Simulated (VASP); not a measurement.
Write the native input for VASP 6.6.1 that does the following.

| Property | Result |
| --- | --- |
| Task | single point |
| Functional | PBE |
| Potentials or basis | VASP PAW PBE potentials, release 64 (Na_pv, F) |
| Cutoff | 520 eV |
| k mesh | 10 × 10 × 10 |
| Occupations | fermi-dirac, width 0.02 eV |
| Spin | no spin polarisation |
| Dipole correction | no |
| Further INCAR settings | ALGO = Normal; EDIFF = 1e-06; NBANDS = 14 |

The structure of NaF lies in POSCAR:

```
NaF
1.0
    0.0000000000      2.2972497830      2.2448724880
    2.2972497830      0.0000000000      2.2448724880
    2.2972497830      2.2972497830      0.0000000000
Na F
1 1
Direct
    0.0000000000      0.0000000000      0.0000000000
    0.5000000000      0.5000000000      0.5000000000
```

This cell differs from its parent crystal: uniaxial z strain -2.3%.

These files were run (other wordings do the same):

INCAR

```
PREC = Accurate ; ENCUT = 520
EDIFF = 1E-6 ; ISMEAR = -1
SIGMA = 0.02 ; LREAL = F
LASPH = T ; NELM = 60
ALGO = Normal ; ISIF = 2
LWAVE = F ; LCHARG = F
GGA = PE ; NBANDS = 14
```

KPOINTS

```
Automatic mesh
0
Gamma
  10 10 10
```

Potentials or basis: VASP PAW PBE potentials, release 64 (Na_pv, F).

Run with:

```bash
$ cat potpaw_PBE.64/Na_pv/POTCAR potpaw_PBE.64/F/POTCAR > POTCAR
$ mpirun -np 1 vasp_std > vasp.out
```

It gave:

| Item | Value |
| --- | --- |
| Pressure | 5.1 GPa |
| Band gap on the k mesh | 6.57 eV, direct |

Caveat: the cell differs from its parent crystal (uniaxial z strain -2.3%).

Run time: 12 s on 1 thread of Intel(R) Xeon(R) Platinum 8488C (Sapphire Rapids) (shared host), peak memory 0.15 GiB.
